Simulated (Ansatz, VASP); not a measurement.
# Two plane-wave programs on MgSe

```
CELL_PARAMETERS angstrom
0.00000 2.68154 2.68154
2.68154 0.00000 2.68154
2.68154 2.68154 0.00000
ATOMIC_POSITIONS crystal
Mg 0.00000 0.00000 0.00000
Se 0.50000 0.50000 0.50000
```

Change from the starting cell: hydrostatic strain -2.0%.

Alike in both runs: task single point; functional r2SCAN; k mesh 8 × 8 × 8; no spin polarisation.

|  | VASP | Ansatz |
| --- | --- | --- |
| version | VASP 6.6.1 | Ansatz 0.2.0 |
| potentials or method | VASP PAW PBE potentials, release 64 (Mg, Se) | plane waves, PAW |
| plane-wave cutoff (eV) | 660 | 500 |
| occupations | gaussian, width 0.01 eV | fixed |
| valence electrons in the cell | 8 | 26 |

|  | VASP | Ansatz | Ansatz less VASP |
| --- | --- | --- | --- |
| gap on the k mesh at the Fermi level (eV) | 2.55 | 2.58 | +0.036 |
| pressure (GPa) | 4.2 | 4.5 | +0.33 |

VASP's potentials were made for PBE, not for r2SCAN. VASP's potentials hold 8 valence electrons a cell and Ansatz's 26, so a difference there can come from the potentials and not from the codes.
